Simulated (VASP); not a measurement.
# Li (I4/mmm) in VASP: further runs

Li is run at these levels: PBE; tasks: single point.

Everything below comes from runs of VASP 6.6.1. Logs are shortened: lines on timing, memory, paths and dates and some standing lists are left out, and cuts for length are marked.

**1. The cell of the first run**

The structure is tetragonal, space group I4/mmm (No. 139). Conventional cell: a = 3.079 Å, b = 3.079 Å, c = 4.264 Å, α = 90.00°, β = 90.00°, γ = 90.00°. Within 4.0 Å of Li (site symmetry 4/mmm) lie 12 Li at 3.05 to 3.08 Å.

**2. Single point, PBE**

INCAR

```
ALGO     = Normal         # electronic algorithm
EDIFF    = 1E-6           # SCF threshold, eV
ENCUT    = 520            # plane-wave cutoff, eV
GGA      = PE             # functional
ISIF     = 2              # what is computed and relaxed
ISMEAR   = 0              # smearing method
LASPH    = True           # aspherical terms in the spheres
LCHARG   = False          # write CHGCAR
LREAL    = False          # projectors in reciprocal space
LWAVE    = False          # write WAVECAR
NBANDS   = 8              # bands
NELM     = 100            # most SCF steps
PREC     = Accurate       # precision mode
SIGMA    = 0.1            # smearing width, eV
```

KPOINTS

```
k-points
0
Gamma
  26 26 26
```

POSCAR

```
Li
1.0
   -1.5397064453      1.5396779586      2.1318731040
    1.5397064453     -1.5396779586      2.1318731040
    1.5397064453      1.5396779586     -2.1318731040
Li
1
Direct
    0.0000000000      0.0000000000      0.0000000000
```

Potentials or basis: VASP PAW PBE potentials, release 64 (Li_sv).

Command:

```sh
$ cat potpaw_PBE.64/Li_sv/POTCAR > POTCAR
$ mpirun -np 1 vasp_std > vasp.out
```

OUTCAR:

```text
EDIFF = 1E-6
   ENCUT = 520
   GGA = PE
   ISIF = 2
   ISMEAR = 0
   LASPH = True
   LREAL = False
   NELM = 100
   PREC = Accurate

 ion  position               nearest neighbor table
   1  0.000  0.000  0.000-

  LATTYP: Found a body centered orthorhombic cell.
 ALAT       =     3.0793559172
 B/A-ratio  =     1.0000185017
 C/A-ratio  =     1.3846227337

  Lattice vectors:

 A1 = (   1.5397064453,  -1.5396779586,  -2.1318731040)
 A2 = (  -1.5397064453,   1.5396779586,  -2.1318731040)
 A3 = (   1.5397064453,   1.5396779586,   2.1318731040)

Analysis of symmetry for initial positions (statically):
=====================================================================
 Subroutine PRICEL returns:
 Original cell was already a primitive cell.

 Routine SETGRP: Setting up the symmetry group for a
 body centered orthorhombic supercell.

 Subroutine GETGRP returns: Found  8 space group operations
 (whereof  8 operations were pure point group operations)
 out of a pool of  8 trial point group operations.

The static configuration has the point symmetry D_2h.

Analysis of symmetry for dynamics (positions and initial velocities):
=====================================================================
 Subroutine PRICEL returns:
 Original cell was already a primitive cell.

 Routine SETGRP: Setting up the symmetry group for a
 body centered orthorhombic supercell.

 Subroutine GETGRP returns: Found  8 space group operations
 (whereof  8 operations were pure point group operations)
 out of a pool of  8 trial point group operations.

The dynamic configuration has the point symmetry D_2h.

 Subroutine INISYM returns: Found  8 space group operations
 (whereof  8 operations are pure point group operations),
 and found     1 'primitive' translations

----------------------------------------------------------------------------------------

                                     Primitive cell

  volume of cell :      20.2157

  direct lattice vectors                    reciprocal lattice vectors
    -1.539706445  1.539677959  2.131873104     0.000000000  0.324743234  0.234535535
     1.539706445 -1.539677959  2.131873104     0.324737226  0.000000000  0.234535535
     1.539706445  1.539677959 -2.131873104     0.324737226  0.324743234  0.000000000

  length of vectors
     3.047324578  3.047324578  3.047324578     0.400580935  0.400576064  0.459252038

  position of ions in fractional coordinates (direct lattice)
     0.000000000  0.000000000  0.000000000

  ion indices of the primitive-cell ions
   primitive index   ion index
                 1           1

----------------------------------------------------------------------------------------

 KPOINTS: k-points

Automatic generation of k-mesh.
 Grid dimensions read from file:
 generate k-points for:   26   26   26

 Generating k-lattice:

  Cartesian coordinates                     Fractional coordinates (reciprocal lattice)
     0.000000000  0.012490124  0.009020598     0.038461538  0.000000000  0.000000000
     0.012489893  0.000000000  0.009020598     0.000000000  0.038461538 -0.000000000
     0.012489893  0.012490124  0.000000000     0.000000000 -0.000000000  0.038461538

  Length of vectors
     0.015406959  0.015406772  0.017663540

  Shift w.r.t. Gamma in fractional coordinates (k-lattice)
     0.000000000  0.000000000  0.000000000

 Subroutine IBZKPT returns following result:
 ===========================================

 Found   2471 irreducible k-points:

 Following reciprocal coordinates:
            Coordinates               Weight
  0.000000  0.000000  0.000000      1.000000
  0.038462 -0.000000  0.000000      4.000000
  0.076923 -0.000000  0.000000      4.000000
  0.115385 -0.000000  0.000000      4.000000
  0.153846  0.000000  0.000000      4.000000
  0.192308 -0.000000  0.000000      4.000000
[... 16 lines left out ...]
  0.307692  0.038462  0.000000      8.000000
  0.346154  0.038462  0.000000      8.000000
 [... further k-points ...]
   k-points           NKPTS =   2471   k-points in BZ     NKDIM =   2471   number of bands    NBANDS=      8
   number of dos      NEDOS =    301   number of ions     NIONS =      1
   total plane-waves  NPLWV =  13824
   dimension x,y,z NGX =    24 NGY =   24 NGZ =   24
   dimension x,y,z NGXF=    48 NGYF=   48 NGZF=   48
   ions per type =               1
   NGX,Y,Z   is equivalent  to a cutoff of  13.09, 13.09, 13.09 a.u.
   NGXF,Y,Z  is equivalent  to a cutoff of  26.19, 26.19, 26.19 a.u.
 SYSTEM =  unknown system
   PREC   = accura    normal or accurate (medium, high low for compatibility)
   ISTART =      0    job   : 0-new  1-cont  2-samecut
   ICHARG =      2    charge: 1-file 2-atom 10-const
   ISPIN  =      1    spin polarized calculation?
   LNONCOLLINEAR =      F non collinear calculations
   LSORBIT =      F    spin-orbit coupling
   LASPH  =      T    aspherical Exc in radial PAW
   ENCUT  =  520.0 eV  38.22 Ry    6.18 a.u.   5.67  5.67  5.67*2*pi/ulx,y,z
   NELM   =    100;   NELMIN=  2; NELMDL= -5     # of ELM steps
   EDIFF  = 0.1E-05   stopping-criterion for ELM
   LREAL  =      F    real-space projection
   EDIFFG = 0.1E-04   stopping-criterion for IOM
   NSW    =      0    number of steps for IOM
   IBRION =     -1    ionic relax: 0-MD 1-quasi-New 2-CG
   NFREE  =      0    steps in history (QN), initial steepest desc. (CG)
   ISIF   =      2    stress and relaxation
   ISYM   =      2    0-nonsym 1-usesym 2-fastsym
   POTIM  = 0.5000    time-step for ionic-motion
   TEBEG  =    0.0;   TEEND  =   0.0 temperature during run
   PSTRESS=    0.0 pullay stress
   NELECT =       3.0000    total number of electrons
   NUPDOWN=      -1.0000    fix difference up-down
   EMIN   =  10.00;   EMAX   =-10.00  energy-range for DOS
   EFERMI =   0.00;   METHOD = LEGACY
   ISMEAR =     0;   SIGMA  =   0.10  broadening in eV -4-tet -1-fermi 0-gaus
   EFERMI_NEDOS =   21; number of points for ismear=-14 and -15
   IALGO  =     38    algorithm
   IMIX   =      4    mixing-type and parameters
     AMIX     =   0.40;   BMIX     =  1.00
     AMIX_MAG =   1.60;   BMIX_MAG =  1.00
  volume/ion in A,a.u.               =      20.22       136.42
  Fermi-wavevector in a.u.,A,eV,Ry     =   0.866733  1.637889 10.221061  0.751227
  Thomas-Fermi vector in A             =   1.985165
   LORBIT       =      0    0 simple, 1 ext, 2 COOP (PROOUT), +10 PAW based schemes
   GGA     = PE    functional components
   LHFCALC =     F    Hartree Fock is set to
   AEXX    =    0.0000 exact exchange contribution
   IVDW    =     0    specifies the selected vdW correction
   LEPSILON=     F    determine dielectric tensor
   LRPA    =     F    only Hartree local field effects (RPA)
 non-spin polarized calculation
 Gauss-broadening in eV      SIGMA  =   0.10
  energy-cutoff  :      520.00
  volume of cell :       20.22
 maximum number of plane-waves:       556
   NGX = 11   NGY = 11   NGZ = 11

 number of electron       2.9999996 magnetization

 Free energy of the ion-electron system (eV)
  ---------------------------------------------------
  ext. energy  EPLUGINS =         0.00000000
  ---------------------------------------------------
  free energy    TOTEN  =        -1.90713712 eV

  energy without entropy =       -1.90432521  energy(sigma->0) =       -1.90573117

 E-fermi :   0.6341     XC(G=0):  -7.0507

 val. band max:        0.6335347676   @ k =  -0.3846  -0.3077   0.1923
 cond. band min:       0.6341596868   @ k =  -0.1923   0.4615   0.0385
 fundamental gap:      0.0006249192
 Fermi energy:         0.6340572435

 k-point     1 :       0.0000    0.0000    0.0000
  band No.  band energies     occupation
      1     -45.8911      2.00000
      2      -2.9314      2.00000
      3      14.9927      0.00000
      4      15.0210      0.00000
      5      15.0214      0.00000
      6      18.8793      0.00000
      7      18.8799      0.00000
      8      18.9510      0.00000

 k-point     2 :       0.0385   -0.0000    0.0000
  band No.  band energies     occupation
      1     -45.8908      2.00000
      2      -2.9049      2.00000
      3      14.7004      0.00000
      4      14.9438      0.00000
      5      14.9502      0.00000
      6      18.4557      0.00000
      7      18.9958      0.00000
      8      19.0366      0.00000

 k-point     3 :       0.0769   -0.0000    0.0000
  band No.  band energies     occupation
      1     -45.8901      2.00000
      2      -2.8254      2.00000
      3      13.8772      0.00000
      4      14.7638      0.00000
      5      14.7855      0.00000
      6      18.1437      0.00000
      7      19.3065      0.00000
      8      19.3373      0.00000

 k-point     4 :       0.1154   -0.0000    0.0000
  band No.  band energies     occupation
      1     -45.8888      2.00000
      2      -2.6929      2.00000
      3      12.7780      0.00000
      4      14.5148      0.00000
      5      14.5731      0.00000
      6      18.1008      0.00000
      7      19.7017      0.00000
      8      19.7481      0.00000

 k-point     5 :       0.1538    0.0000    0.0000
  band No.  band energies     occupation
      1     -45.8872      2.00000
      2      -2.5078      2.00000
      3      11.5816      0.00000
      4      14.2483      0.00000
      5      14.3453      0.00000
      6      18.2081      0.00000
      7      19.9650      0.00000
      8      20.1061      0.00000
[... 177 lines left out ...]
 k-point    22 :       0.2692    0.0385    0.0000
  band No.  band energies     occupation
      1     -45.8801      2.00000
      2      -1.4873      2.00000
      3       7.7065      0.00000
      4      12.9535      0.00000
      5      14.0946      0.00000
      6      18.1100      0.00000
      7      18.6640      0.00000
      8      19.7618      0.00000

 k-point    23 :       0.3077    0.0385    0.0000
  band No.  band energies     occupation
      1     -45.8780      2.00000
      2      -1.0840      2.00000
      3       6.6669      0.00000
      4      12.8528      0.00000
      5      13.9171      0.00000
      6      17.7274      0.00000
      7      18.2774      0.00000
      8      19.5635      0.00000

 k-point    24 :       0.3462    0.0385    0.0000
  band No.  band energies     occupation
      1     -45.8762      2.00000
      2      -0.6431      2.00000
      3       5.7080      0.00000
      4      12.8009      0.00000
      5      13.7529      0.00000
      6      17.3586      0.00000
      7      17.9243      0.00000
      8      19.3028      0.00000

 [... further k-points ...]
[... 5 lines left out ...]
  --------------------------------------------------------------------------------------
  -------------------------------------------------------------------------------------
  Total       -0.0098809     -0.0098459     -0.0041802      0.0000000      0.0000000      0.0000000
  in kB       -0.7831036     -0.7803288     -0.3312969      0.0000000      0.0000000      0.0000000
  external PRESSURE =      -0.6315764 kB  Pullay stress =       0.0000000 kB

 VOLUME and BASIS-vectors are now :
 -----------------------------------------------------------------------------
  energy-cutoff  :      520.00
  volume of cell :       20.22
      direct lattice vectors                 reciprocal lattice vectors
    -1.539706445  1.539677959  2.131873104     0.000000000  0.324743234  0.234535535
     1.539706445 -1.539677959  2.131873104     0.324737226  0.000000000  0.234535535
     1.539706445  1.539677959 -2.131873104     0.324737226  0.324743234  0.000000000

 POSITION                                       TOTAL-FORCE (eV/Angst)
 -----------------------------------------------------------------------------------
      0.00000      0.00000      0.00000         0.000000      0.000000      0.000000
 -----------------------------------------------------------------------------------
    total drift:                               -0.000000      0.000000      0.000000

  FREE ENERGIE OF THE ION-ELECTRON SYSTEM (eV)
  ---------------------------------------------------
  free  energy   TOTEN  =        -1.9071371196 eV

  energy  without entropy=       -1.9043252124  energy(sigma->0) =       -1.90573117
```

Wall time 3.3 min (1 thread of AMD EPYC 7R13 (Zen 3), shared host); peak memory 0.36 GiB.

What came out:

- Free energy: -1.9071 eV
- Band gap on the k mesh: zero (an odd number of electrons rules out a gap without spin polarisation)

Caveat: the cutoff is under 1.25 times the usual one of these potentials, so pressure, stress and relaxed cells hold a basis-set (Pulay) error.

**3. Single point, PBE**

INCAR

```
PREC = Accurate
ENCUT = 520
EDIFF = 1E-7
ISMEAR = 1
SIGMA = 0.1
LREAL = F
LASPH = T
NELM = 100
ALGO = Normal
ISIF = 2
LWAVE = F
LCHARG = F
GGA = PE
NBANDS = 8
```

KPOINTS

```
Automatic mesh
0
Gamma
  26 26 26
```

POSCAR is that of step 2.

Potentials or basis: VASP PAW PBE potentials, release 64 (Li_sv).

Command:

```sh
$ cat potpaw_PBE.64/Li_sv/POTCAR > POTCAR
$ mpirun -np 1 vasp_std > vasp.out
```

Wall time 3.5 min (1 thread of AMD EPYC 7R13 (Zen 3), shared host); peak memory 0.36 GiB.

The run converged. Its results:

- Free energy: -1.9057 eV
- Band gap on the k mesh: zero (an odd number of electrons rules out a gap without spin polarisation)

Levels at points of the mesh, in eV from the Fermi level:
| k point | band 1 | band 2 | band 3 | band 4 | band 5 |
| --- | --- | --- | --- | --- | --- |
| (0.00, 0.00, 0.00) | -46.53 | -3.57 | 14.36 | 14.38 | 14.38 |
| (0.50, 0.00, 0.00) | -46.51 | -0.02 | 2.93 | 12.47 | 12.81 |
| (0.00, 0.50, 0.00) | -46.51 | -0.02 | 2.93 | 12.47 | 12.81 |
| (0.50, 0.50, 0.00) | -46.50 | 1.44 | 4.62 | 8.50 | 8.60 |
| (0.50, 0.50, 0.50) | -46.50 | 1.71 | 4.90 | 8.24 | 8.24 |

Caveat: the cutoff is under 1.25 times the usual one of these potentials, so pressure, stress and relaxed cells hold a basis-set (Pulay) error.
